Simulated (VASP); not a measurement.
A run of VASP 6.6.1 is set up as follows.

The input INCAR:

```
SYSTEM = CdS
  PREC = Accurate
  ENCUT = 520
  EDIFF = 1E-7
  ISMEAR = 0
  SIGMA = 0.01
  LREAL = .FALSE.
  LASPH = .TRUE.
  NELM = 60
  ALGO = Normal
  ISIF = 2
  LWAVE = .FALSE.
  LCHARG = .FALSE.
  NBANDS = 16
```

The input KPOINTS:

```
regular mesh
0
G
  8 8 8
  0 0 0
```

The input POSCAR:

```
CdS
1.0
    0.0000000000      2.9392138922      2.9392138922
    2.9392138922      0.0000000000      2.9392138922
    2.9392138922      2.9392138922      0.0000000000
Cd S
1 1
Direct
    0.0000000000      0.0000000000      0.0000000000
    0.2500000000      0.2500000000      0.2500000000
```

Potentials or basis: VASP PAW LDA potentials, release 64 (Cd, S).

Launch:

```bash
$ cat potpaw_LDA.64/Cd/POTCAR potpaw_LDA.64/S/POTCAR > POTCAR
$ mpirun -np 1 vasp_std > vasp.out
```

**Question.** What does it give for the pressure?

**Answer.** -3.3 GPa.

**Question.** Predict the band gap on the k mesh.

**Answer.** 0.84 eV, direct.
